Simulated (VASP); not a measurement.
Write the native input for VASP 6.6.1 that does the following.

| Property | Result |
| --- | --- |
| Task | single point |
| Functional | PBE |
| Potentials or basis | VASP PAW PBE potentials, release 64 (Ge_d, P) |
| Cutoff | 520 eV |
| k mesh | 6 × 6 × 12 |
| Occupations | gaussian, width 0.1 eV |
| Spin | no spin polarisation |
| Dipole correction | no |
| Further INCAR settings | ALGO = Normal; EDIFF = 1e-06; NBANDS = 28 |

The structure of GeP5 lies in POSCAR:

```
GeP5
1.0
    6.1411625124      0.0000000000      0.0000000000
   -3.0705812562      5.3184027445      0.0000000000
    0.0000000000      0.0000000000      3.1960986656
Ge P
1 5
Direct
    0.0000000000      0.0000000000      0.0000000000
    0.5000000000      0.0000000000      0.0000000000
    0.0000000000      0.5000000000      0.0000000000
    0.5000000000      0.5000000000      0.0000000000
    0.3333333333      0.6666666667      0.5000000000
    0.6666666667      0.3333333333      0.5000000000
```

The cell was generated, and may not be a known phase.

The input as run:

INCAR

```
SYSTEM = GeP5
  PREC = Accurate
  ENCUT = 520
  EDIFF = 1E-6
  ISMEAR = 0
  SIGMA = 0.1
  LREAL = .False.
  LASPH = .True.
  NELM = 60
  ALGO = Normal
  ISIF = 2
  LWAVE = .False.
  LCHARG = .False.
  GGA = PE
  NBANDS = 28
```

KPOINTS

```
Automatic mesh
0
Gamma
  6 6 12
  0 0 0
```

Potentials or basis: VASP PAW PBE potentials, release 64 (Ge_d, P).

Launch:

```sh
$ cat potpaw_PBE.64/Ge_d/POTCAR potpaw_PBE.64/P/POTCAR > POTCAR
$ mpirun -np 1 vasp_std > vasp.out
```

It gave:

```json
{
 "Pressure": "-0.2 GPa",
 "Band gap on the k mesh": "zero (an odd number of electrons rules out a gap without spin polarisation)"
}
```

Caveat: an odd number of electrons without spin polarisation forces a metal; a magnetic or distorted state may lie lower.

It took 53 s on 1 thread of AMD EPYC 9R45 96-Core Processor (Zen 5), on a shared host, peak memory 0.25 GiB.
